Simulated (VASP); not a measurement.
# Pb (Fm-3m) in VASP: further runs

Pb is run at these levels: PBEsol; tasks: single point.

Program: VASP 6.6.1. These are calculated values, not measurements. Logs are shortened: lines on timing, memory, paths and dates and some standing lists are left out, and cuts for length are marked.

## Step 1: The cell of the first run

Symmetry: Fm-3m, No. 225, cubic system. Conventional cell: a = 4.577 Å, b = 4.577 Å, c = 4.577 Å, α = 90.00°, β = 90.00°, γ = 90.00°. Pb (site symmetry m-3m) has 12 Pb at 3.24 Å within 4.3 Å.

## Step 2: Single point, PBEsol (volume scaled by 0.800)

Input file INCAR:

```
SYSTEM = Pb
PREC = Accurate
ENCUT = 520
EDIFF = 1E-7
ISMEAR = 0
SIGMA = 0.05
LREAL = .FALSE.
LASPH = .TRUE.
NELM = 100
ALGO = Fast
ISIF = 2
LWAVE = .FALSE.
LCHARG = .FALSE.
GGA = PS
NBANDS = 13
```

Input file KPOINTS:

```
Automatic mesh
0
G
  16 16 16
  0 0 0
```

Input file POSCAR:

```
Pb
1.0
    0.0000000000      2.2883833054      2.2883833054
    2.2883833054      0.0000000000      2.2883833054
    2.2883833054      2.2883833054      0.0000000000
Pb
1
Direct
    0.0000000000      0.0000000000      0.0000000000
```

Potentials or basis: VASP PAW PBE potentials, release 64 (Pb_d).

Command:

```
> cat potpaw_PBE.64/Pb_d/POTCAR > POTCAR
> mpirun -np 1 vasp_std > vasp.out
```

OUTCAR:

```text
SYSTEM = Pb
   PREC = Accurate
   ENCUT = 520
   EDIFF = 1E-7
   ISMEAR = 0
   LREAL = .FALSE.
   LASPH = .TRUE.
   NELM = 100
   ISIF = 2
   GGA = PS

 ion  position               nearest neighbor table
   1  0.000  0.000  0.000-

  LATTYP: Found a face centered cubic cell.
 ALAT       =     4.5767666108

  Lattice vectors:

 A1 = (   0.0000000000,   2.2883833054,   2.2883833054)
 A2 = (   2.2883833054,   0.0000000000,   2.2883833054)
 A3 = (   2.2883833054,   2.2883833054,   0.0000000000)

Analysis of symmetry for initial positions (statically):
=====================================================================
 Subroutine PRICEL returns:
 Original cell was already a primitive cell.

 Routine SETGRP: Setting up the symmetry group for a
 face centered cubic supercell.

 Subroutine GETGRP returns: Found 48 space group operations
 (whereof 48 operations were pure point group operations)
 out of a pool of 48 trial point group operations.

The static configuration has the point symmetry O_h .

Analysis of symmetry for dynamics (positions and initial velocities):
=====================================================================
 Subroutine PRICEL returns:
 Original cell was already a primitive cell.

 Routine SETGRP: Setting up the symmetry group for a
 face centered cubic supercell.

 Subroutine GETGRP returns: Found 48 space group operations
 (whereof 48 operations were pure point group operations)
 out of a pool of 48 trial point group operations.

The dynamic configuration has the point symmetry O_h .

 Subroutine INISYM returns: Found 48 space group operations
 (whereof 48 operations are pure point group operations),
 and found     1 'primitive' translations

----------------------------------------------------------------------------------------

                                     Primitive cell

  volume of cell :      23.9671

  direct lattice vectors                    reciprocal lattice vectors
     0.000000000  2.288383305  2.288383305    -0.218494864  0.218494864  0.218494864
     2.288383305  0.000000000  2.288383305     0.218494864 -0.218494864  0.218494864
     2.288383305  2.288383305  0.000000000     0.218494864  0.218494864 -0.218494864

  length of vectors
     3.236262706  3.236262706  3.236262706     0.378444206  0.378444206  0.378444206

  position of ions in fractional coordinates (direct lattice)
     0.000000000  0.000000000  0.000000000

  ion indices of the primitive-cell ions
   primitive index   ion index
                 1           1

----------------------------------------------------------------------------------------

 KPOINTS: Automatic mesh

Automatic generation of k-mesh.
 Grid dimensions read from file:
 generate k-points for:   16   16   16

 Generating k-lattice:

  Cartesian coordinates                     Fractional coordinates (reciprocal lattice)
    -0.013655929  0.013655929  0.013655929     0.062500000  0.000000000  0.000000000
     0.013655929 -0.013655929  0.013655929     0.000000000  0.062500000  0.000000000
     0.013655929  0.013655929 -0.013655929     0.000000000  0.000000000  0.062500000

  Length of vectors
     0.023652763  0.023652763  0.023652763

  Shift w.r.t. Gamma in fractional coordinates (k-lattice)
     0.000000000  0.000000000  0.000000000

 Subroutine IBZKPT returns following result:
 ===========================================

 Found    145 irreducible k-points:

 Following reciprocal coordinates:
            Coordinates               Weight
  0.000000  0.000000  0.000000      1.000000
  0.062500  0.000000  0.000000      8.000000
  0.125000  0.000000  0.000000      8.000000
  0.187500  0.000000  0.000000      8.000000
  0.250000  0.000000  0.000000      8.000000
  0.312500  0.000000  0.000000      8.000000
[... 16 lines left out ...]
 -0.125000  0.062500  0.000000     24.000000
 -0.062500  0.062500  0.000000     12.000000
 [... further k-points ...]
   k-points           NKPTS =    145   k-points in BZ     NKDIM =    145   number of bands    NBANDS=     13
   number of dos      NEDOS =    301   number of ions     NIONS =      1
   total plane-waves  NPLWV =  13824
   dimension x,y,z NGX =    24 NGY =   24 NGZ =   24
   dimension x,y,z NGXF=    48 NGYF=   48 NGZF=   48
   ions per type =               1
   NGX,Y,Z   is equivalent  to a cutoff of  12.33, 12.33, 12.33 a.u.
   NGXF,Y,Z  is equivalent  to a cutoff of  24.66, 24.66, 24.66 a.u.
 SYSTEM =  Pb
   PREC   = accura    normal or accurate (medium, high low for compatibility)
   ISTART =      0    job   : 0-new  1-cont  2-samecut
   ICHARG =      2    charge: 1-file 2-atom 10-const
   ISPIN  =      1    spin polarized calculation?
   LNONCOLLINEAR =      F non collinear calculations
   LSORBIT =      F    spin-orbit coupling
   LASPH  =      T    aspherical Exc in radial PAW
   ENCUT  =  520.0 eV  38.22 Ry    6.18 a.u.   6.02  6.02  6.02*2*pi/ulx,y,z
   NELM   =    100;   NELMIN=  2; NELMDL= -5     # of ELM steps
   EDIFF  = 0.1E-06   stopping-criterion for ELM
   LREAL  =      F    real-space projection
   EDIFFG = 0.1E-05   stopping-criterion for IOM
   NSW    =      0    number of steps for IOM
   IBRION =     -1    ionic relax: 0-MD 1-quasi-New 2-CG
   NFREE  =      0    steps in history (QN), initial steepest desc. (CG)
   ISIF   =      2    stress and relaxation
   ISYM   =      2    0-nonsym 1-usesym 2-fastsym
   POTIM  = 0.5000    time-step for ionic-motion
   TEBEG  =    0.0;   TEEND  =   0.0 temperature during run
   PSTRESS=    0.0 pullay stress
   NELECT =      14.0000    total number of electrons
   NUPDOWN=      -1.0000    fix difference up-down
   EMIN   =  10.00;   EMAX   =-10.00  energy-range for DOS
   EFERMI =   0.00;   METHOD = LEGACY
   ISMEAR =     0;   SIGMA  =   0.05  broadening in eV -4-tet -1-fermi 0-gaus
   EFERMI_NEDOS =   21; number of points for ismear=-14 and -15
   IALGO  =     68    algorithm
   IMIX   =      4    mixing-type and parameters
     AMIX     =   0.40;   BMIX     =  1.00
     AMIX_MAG =   1.60;   BMIX_MAG =  1.00
  volume/ion in A,a.u.               =      23.97       161.74
  Fermi-wavevector in a.u.,A,eV,Ry     =   1.368502  2.586094 25.480956  1.872797
  Thomas-Fermi vector in A             =   2.494460
   LORBIT       =      0    0 simple, 1 ext, 2 COOP (PROOUT), +10 PAW based schemes
   GGA     = PS    functional components
   LHFCALC =     F    Hartree Fock is set to
   AEXX    =    0.0000 exact exchange contribution
   IVDW    =     0    specifies the selected vdW correction
   LEPSILON=     F    determine dielectric tensor
   LRPA    =     F    only Hartree local field effects (RPA)
 non-spin polarized calculation
 RMM-DIIS sequential band-by-band and
 Gauss-broadening in eV      SIGMA  =   0.05
  energy-cutoff  :      520.00
  volume of cell :       23.97
 maximum number of plane-waves:       660
   NGX = 13   NGY = 13   NGZ = 13

 number of electron      14.0000002 magnetization

 Free energy of the ion-electron system (eV)
  ---------------------------------------------------
  ext. energy  EPLUGINS =         0.00000000
  ---------------------------------------------------
  free energy    TOTEN  =        -3.71797563 eV

  energy without entropy =       -3.71705112  energy(sigma->0) =       -3.71751338

 E-fermi :  10.2056     XC(G=0): -11.5248

 val. band max:       10.1969214109   @ k =   0.3750   0.3125   0.0000
 cond. band min:      10.2360915600   @ k =  -0.3750   0.2500   0.0000
 fundamental gap:      0.0391701491
 Fermi energy:        10.2056211877

 k-point     1 :       0.0000    0.0000    0.0000
  band No.  band energies     occupation
      1      -7.2158      2.00000
      2      -7.2158      2.00000
      3      -7.2158      2.00000
      4      -6.9314      2.00000
      5      -6.9314      2.00000
      6      -3.5636      2.00000
      7      19.4098      0.00000
      8      19.4098      0.00000
      9      19.4098      0.00000
     10      19.8422      0.00000
     11      24.3675      0.00000
     12      24.4891      0.00000
     13      24.4891      0.00000

 k-point     2 :       0.0625    0.0000    0.0000
  band No.  band energies     occupation
      1      -7.2176      2.00000
      2      -7.2046      2.00000
      3      -7.2046      2.00000
      4      -6.9328      2.00000
      5      -6.9328      2.00000
      6      -3.4686      2.00000
      7      18.2174      0.00000
      8      19.3017      0.00000
      9      19.3017      0.00000
     10      19.8169      0.00000
     11      24.4346      0.00000
     12      24.6536      0.00000
     13      24.6726      0.00000

 k-point     3 :       0.1250    0.0000    0.0000
  band No.  band energies     occupation
      1      -7.2252      2.00000
      2      -7.1772      2.00000
      3      -7.1772      2.00000
      4      -6.9325      2.00000
      5      -6.9325      2.00000
      6      -3.1809      2.00000
      7      15.9597      0.00000
      8      19.0095      0.00000
      9      19.0095      0.00000
     10      19.8274      0.00000
     11      24.1661      0.00000
     12      24.9784      0.00000
     13      24.9872      0.00000
[... 305 lines left out ...]
 k-point    23 :      -0.1250    0.0625    0.0000
  band No.  band energies     occupation
      1      -7.2336      2.00000
      2      -7.1603      2.00000
      3      -7.1536      2.00000
      4      -6.9569      2.00000
      5      -6.9060      2.00000
      6      -2.9554      2.00000
      7      15.1721      0.00000
      8      17.2036      0.00000
      9      19.6476      0.00000
     10      20.3018      0.00000
     11      23.2404      0.00000
     12      24.2963      0.00000
     13      24.8173      0.00000

 k-point    24 :      -0.0625    0.0625    0.0000
  band No.  band energies     occupation
      1      -7.2248      2.00000
      2      -7.1909      2.00000
      3      -7.1803      2.00000
      4      -6.9466      2.00000
      5      -6.9223      2.00000
      6      -3.3095      2.00000
      7      17.2965      0.00000
      8      17.9566      0.00000
      9      19.6313      0.00000
     10      20.0462      0.00000
     11      23.9730      0.00000
     12      24.5330      0.00000
     13      25.1715      0.00000

 [... further k-points ...]

------------------------ aborting loop because EDIFF is reached ----------------------------------------

  FORCE on cell =-STRESS in cart. coord.  units (eV):
  Direction    XX          YY          ZZ          XY          YZ          ZX
  --------------------------------------------------------------------------------------
  -------------------------------------------------------------------------------------
  Total        2.7827132      2.7827132      2.7827132     -0.0000000     -0.0000000     -0.0000000
  in kB      186.0213205    186.0213205    186.0213205     -0.0000000     -0.0000000     -0.0000000
  external PRESSURE =     186.0213205 kB  Pullay stress =       0.0000000 kB

 VOLUME and BASIS-vectors are now :
 -----------------------------------------------------------------------------
  energy-cutoff  :      520.00
  volume of cell :       23.97
      direct lattice vectors                 reciprocal lattice vectors
     0.000000000  2.288383305  2.288383305    -0.218494864  0.218494864  0.218494864
     2.288383305  0.000000000  2.288383305     0.218494864 -0.218494864  0.218494864
     2.288383305  2.288383305  0.000000000     0.218494864  0.218494864 -0.218494864

 POSITION                                       TOTAL-FORCE (eV/Angst)
 -----------------------------------------------------------------------------------
      0.00000      0.00000      0.00000         0.000000      0.000000      0.000000
 -----------------------------------------------------------------------------------
    total drift:                               -0.000000      0.000000     -0.000000

  FREE ENERGIE OF THE ION-ELECTRON SYSTEM (eV)
  ---------------------------------------------------
  free  energy   TOTEN  =        -3.7179756298 eV

  energy  without entropy=       -3.7170511226  energy(sigma->0) =       -3.71751338
```

Wall time 25 s (1 thread of Intel Xeon Platinum 8375C at 2.90GHz (Ice Lake), shared host); peak memory 0.16 GiB.

Results:

```yaml
Free_energy: -3.7180 eV
Pressure: 18.6 GPa
Band_gap_on_the_k_mesh: zero (band 7 reaches 19.41 eV, above the bottom of band 8 at 7.89 eV)
```

Levels at points of the mesh, in eV from the Fermi level:
```tsv
k point	band 3	band 4	band 5	band 6	band 7	band 8	band 9	band 10	band 11	band 12
(0.00, 0.00, 0.00)	-17.42	-17.14	-17.14	-13.77	9.20	9.20	9.20	9.64	14.16	14.28
(0.50, 0.00, 0.00)	-17.40	-16.88	-16.88	-8.52	-5.67	6.81	6.81	9.12	11.74	12.63
(0.50, 0.50, 0.00)	-16.90	-16.81	-16.81	-6.48	-4.48	2.13	2.13	6.08	7.40	19.41
```

Caveat: the PAW data sets were made with another functional, which shifts forces and pressure a little; spin-orbit coupling is left out, which moves the levels of the heavy elements.

## Step 3: Single point, PBEsol (volume scaled by 0.840)

Input file INCAR:

```
SYSTEM = Pb
ALGO = Fast
EDIFF = 1E-6
ENCUT = 520
GGA = PS
ISIF = 2
ISMEAR = 0
LASPH = .TRUE.
LCHARG = .TRUE.
LELF = .TRUE.
LREAL = .FALSE.
LVHAR = .TRUE.
LWAVE = .FALSE.
NBANDS = 13
NELM = 80
PREC = Accurate
SIGMA = 0.05
```

Input file KPOINTS:

```
k-points
0
G
  16 16 16
  0 0 0
```

Input file POSCAR:

```
Pb
1.0
    0.0000000000      2.3259044546      2.3259044546
    2.3259044546      0.0000000000      2.3259044546
    2.3259044546      2.3259044546      0.0000000000
Pb
1
Direct
    0.0000000000      0.0000000000      0.0000000000
```

Potentials or basis: VASP PAW PBE potentials, release 64 (Pb_d).

Command:

```
> cat potpaw_PBE.64/Pb_d/POTCAR > POTCAR
> mpirun -np 1 vasp_std > vasp.out
```

Wall time 20 s (1 thread of Intel Xeon Platinum 8375C at 2.90GHz (Ice Lake), shared host); peak memory 0.16 GiB.

It converged, with:

```
Free energy            : -3.8359 eV
Pressure               : 13.0 GPa
Band gap on the k mesh : zero (band 7 reaches 18.33 eV, above the bottom of band 8 at 7.30 eV)
```

Levels at points of the mesh, in eV from the Fermi level:
```csv
k point,band 3,band 4,band 5,band 6,band 7,band 8,band 9,band 10,band 11,band 12
"(0.00, 0.00, 0.00)",-17.31,-17.06,-17.06,-13.31,8.83,8.83,8.83,9.69,13.59,13.88
"(0.50, 0.00, 0.00)",-17.29,-16.83,-16.83,-8.43,-5.35,6.55,6.55,9.16,11.22,12.31
"(0.50, 0.50, 0.00)",-16.85,-16.78,-16.78,-6.54,-4.21,2.11,2.11,5.91,7.22,19.18
```

Caveat: the PAW data sets were made with another functional, which shifts forces and pressure a little; spin-orbit coupling is left out, which moves the levels of the heavy elements.

## Step 4: Single point, PBEsol (volume scaled by 0.880)

Input file INCAR:

```
PREC = Accurate ; ENCUT = 520
EDIFF = 1E-6 ; ISMEAR = 0
SIGMA = 0.05 ; LREAL = False
LASPH = True ; NELM = 60
ALGO = Normal ; ISIF = 2
LWAVE = False ; LCHARG = False
GGA = PS ; NBANDS = 13
```

Input file KPOINTS:

```
regular mesh
0
Gamma
  16 16 16
```

Input file POSCAR:

```
Pb
1.0
    0.0000000000      2.3622525827      2.3622525827
    2.3622525827      0.0000000000      2.3622525827
    2.3622525827      2.3622525827      0.0000000000
Pb
1
Direct
    0.0000000000      0.0000000000      0.0000000000
```

Command:

```
> cat potpaw_PBE.64/Pb_d/POTCAR > POTCAR
> mpirun -np 1 vasp_std > vasp.out
```

Run time: 32 s. Hardware: 1 thread of Intel Xeon Platinum 8375C at 2.90GHz (Ice Lake), shared host; peak memory 0.19 GiB.

The run converged. Its results:

| Quantity | Value |
| --- | --- |
| Free energy | -3.9161 eV |
| Pressure | 8.5 GPa |
| Band gap on the k mesh | zero (band 7 reaches 17.33 eV, above the bottom of band 8 at 6.78 eV) |

Levels at points of the mesh, in eV from the Fermi level:
| k point | band 4 | band 5 | band 6 | band 7 | band 8 | band 9 | band 10 | band 11 |
| --- | --- | --- | --- | --- | --- | --- | --- | --- |
| (0.00, 0.00, 0.00) | -17.00 | -17.00 | -12.90 | 8.46 | 8.46 | 8.46 | 9.72 | 13.03 |
| (0.50, 0.00, 0.00) | -16.80 | -16.80 | -8.36 | -5.05 | 6.29 | 6.29 | 9.19 | 10.74 |
| (0.50, 0.50, 0.00) | -16.75 | -16.75 | -6.59 | -3.97 | 2.10 | 2.10 | 5.75 | 7.05 |

Caveat: the PAW data sets were made with another functional, which shifts forces and pressure a little; spin-orbit coupling is left out, which moves the levels of the heavy elements.

## Step 5: Single point, PBEsol (volume scaled by 0.920)

Input file INCAR:

```
PREC = Accurate ; ENCUT = 520
EDIFF = 1E-6 ; ISMEAR = 0
SIGMA = 0.05 ; LREAL = F
LASPH = T ; NELM = 80
ALGO = Normal ; ISIF = 2
LWAVE = F ; LCHARG = T
GGA = PS ; LELF = T
LVHAR = T ; NBANDS = 13
```

Input file KPOINTS:

```
Automatic mesh
0
Gamma
  16 16 16
```

Input file POSCAR:

```
Pb
1.0
    0.0000000000      2.3975152827      2.3975152827
    2.3975152827      0.0000000000      2.3975152827
    2.3975152827      2.3975152827      0.0000000000
Pb
1
Direct
    0.0000000000      0.0000000000      0.0000000000
```

Command:

```
> cat potpaw_PBE.64/Pb_d/POTCAR > POTCAR
> mpirun -np 1 vasp_std > vasp.out
```

It took 30 s on 1 thread of Intel Xeon Platinum 8375C at 2.90GHz (Ice Lake), shared host; peak memory 0.18 GiB.

The run converged. Its results:

* Free energy: -3.9667 eV
* Pressure: 5.0 GPa
* Band gap on the k mesh: zero (band 7 reaches 16.40 eV, above the bottom of band 8 at 6.31 eV)

Levels at points of the mesh, in eV from the Fermi level:
| k point | band 4 | band 5 | band 6 | band 7 | band 8 | band 9 | band 10 | band 11 |
| --- | --- | --- | --- | --- | --- | --- | --- | --- |
| (0.00, 0.00, 0.00) | -16.95 | -16.95 | -12.53 | 8.12 | 8.12 | 8.12 | 9.74 | 12.48 |
| (0.50, 0.00, 0.00) | -16.77 | -16.77 | -8.30 | -4.79 | 6.05 | 6.05 | 9.21 | 10.30 |
| (0.50, 0.50, 0.00) | -16.73 | -16.73 | -6.65 | -3.75 | 2.07 | 2.07 | 5.61 | 6.90 |

Caveat: the PAW data sets were made with another functional, which shifts forces and pressure a little; spin-orbit coupling is left out, which moves the levels of the heavy elements.

## Step 6: The runs side by side

```tsv
cell	gap on the mesh (eV)	pressure (GPa)
a = 3.236 Å, angles 60.0°, 1 atom	none	18.6
a = 3.289 Å, angles 60.0°, 1 atom	none	13.0
a = 3.341 Å, angles 60.0°, 1 atom	none	8.5
a = 3.391 Å, angles 60.0°, 1 atom	none	5.0
```

Alike in all rows: task single point; level PBEsol; potentials or basis VASP PAW PBE potentials, release 64 (Pb_d); no spin polarisation; k mesh 16 × 16 × 16; cutoff (eV) 520; smearing gaussian 0.05 eV.

Caveats: the PAW data sets were made with another functional, which shifts forces and pressure a little; spin-orbit coupling is left out, which moves the levels of the heavy elements.

Total energies depend on the potentials used, so only differences within one code and one set of settings carry meaning.
